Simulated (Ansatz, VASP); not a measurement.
**Ir in VASP and in Ansatz**

Contents of POSCAR:

```
Ir
1.0
    0.0000000000      1.9964880000      1.7661240000
    1.9964880000      0.0000000000      1.7661240000
    1.9964880000      1.9964880000      0.0000000000
Ir
1
Direct
    0.0000000000      0.0000000000      0.0000000000
```

The input INCAR.step1:

```
PREC = Accurate
ENCUT = 520
ISMEAR = 0
SIGMA = 0.15
LREAL = False
LASPH = True
NELM = 100
NBANDS = 10
GGA = PE
ALGO = Normal
EDIFF = 1E-4
LWAVE = True
LCHARG = False
```

File INCAR.step2:

```
PREC = Accurate
ENCUT = 520
EDIFF = 1E-6
ISMEAR = 0
SIGMA = 0.15
LREAL = False
LASPH = True
NELM = 100
ALGO = Normal
ISIF = 2
LWAVE = False
LCHARG = True
METAGGA = R2SCAN
LMIXTAU = True
LELF = True
LVHAR = True
NBANDS = 10
ISTART = 1
```

KPOINTS

```
regular mesh
0
Gamma
  22 22 22
```

Input for Ansatz:

```yaml
crystal:
  lattice:
    - [0.0, 1.996488, 1.766124]
    - [1.996488, 0.0, 1.766124]
    - [1.996488, 1.996488, 0.0]
  atoms:
    - { symbol: Ir, position: [0.0, 0.0, 0.0] }
basis:
  ecutwfc: 500
kpoints:
  mp_grid: { grid: [22, 22, 22] }
hamiltonian:
  xc: r2scan
scf:
  occupations: { method: gaussian, width: 0.15 }
output:
  forces: true
  stress: true
  eigenvalues: true
  write_density: true
  write_potential: true
  elf: true
  volumetric_format: npy
```

Change from the starting cell: strain +0.040 along x and y, -0.080 along z, atoms carried along.

Alike in both runs: task single point; functional r2SCAN; k mesh 22 × 22 × 22; occupations gaussian, width 0.15 eV; no spin polarisation.

```csv
,VASP,Ansatz
version,VASP 6.6.1,Ansatz 0.2.0
potentials or method,"VASP PAW PBE potentials, release 64 (Ir), cutoff 520 eV","scalar-relativistic, plane waves, PAW"
valence electrons in the cell,9,17
```

VASP gave:

```
gap on the k mesh at the Fermi level (eV)                     : none
pressure (GPa)                                                : 9.2
traceless stress, the component that is largest in VASP (GPa) : 27.39
```

Task: Estimate Ansatz's values.

Result: gap on the k mesh at the Fermi level (eV): none; pressure (GPa): 6.5; traceless stress, the component that is largest in VASP (GPa): 27.39.

VASP's potentials were made for PBE, not for r2SCAN. A gap of «none» marks a metal or a gap that the smearing closes. VASP's potentials hold 9 valence electrons a cell and Ansatz's 17, so a difference there can come from the potentials and not from the codes.

Spin-orbit coupling is off throughout.
